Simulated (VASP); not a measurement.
Wanted: the native input for a VASP 6.6.1 run.

```
Task                   : single point
Functional             : PBE
Potentials or basis    : VASP PAW PBE potentials, release 64 (B, P, Al)
Cutoff                 : 520 eV
k mesh                 : 4 × 4 × 4
Occupations            : gaussian, width 0.01 eV
Spin                   : no spin polarisation
Dipole correction      : no
Further INCAR settings : ALGO = Normal; EDIFF = 1e-06; NBANDS = 26
```

The structure of Al3BP4 lies in POSCAR:

```
Al3BP4
1.0
    5.2768016513      0.0000000000      0.0000000000
    0.0000000000      5.2768016513      0.0000000000
    0.0000000000      0.0000000000      5.2768016513
B P Al
1 4 3
Direct
    0.0000000000      0.0000000000      0.0000000000
    0.2259210056      0.2259210056      0.2259210056
    0.7740789944      0.7740789944      0.2259210056
    0.7740789944      0.2259210056      0.7740789944
    0.2259210056      0.7740789944      0.7740789944
    0.5000000000      0.5000000000      0.0000000000
    0.5000000000      0.0000000000      0.5000000000
    0.0000000000      0.5000000000      0.5000000000
```

These files were run (other wordings do the same):

INCAR

```
SYSTEM = Al3BP4
ALGO = Normal
EDIFF = 1E-6
ENCUT = 520
GGA = PE
ISIF = 2
ISMEAR = 0
LASPH = .TRUE.
LCHARG = .TRUE.
LELF = .TRUE.
LREAL = .FALSE.
LVHAR = .TRUE.
LWAVE = .FALSE.
NBANDS = 26
NELM = 60
PREC = Accurate
SIGMA = 0.01
```

KPOINTS

```
k-points
0
G
  4 4 4
  0 0 0
```

Potentials or basis: VASP PAW PBE potentials, release 64 (B, P, Al).

Launch:

```bash
$ cat potpaw_PBE.64/B/POTCAR potpaw_PBE.64/P/POTCAR potpaw_PBE.64/Al/POTCAR > POTCAR
$ mpirun -np 1 vasp_std > vasp.out
```

Results of the run:

The pressure is -0.1 GPa and the band gap on the k mesh is 1.04 eV, indirect (least direct gap 1.42 eV).

It took 31 s on 1 thread of Intel Xeon 6975P-C, with other jobs on the host, peak memory 0.25 GiB.
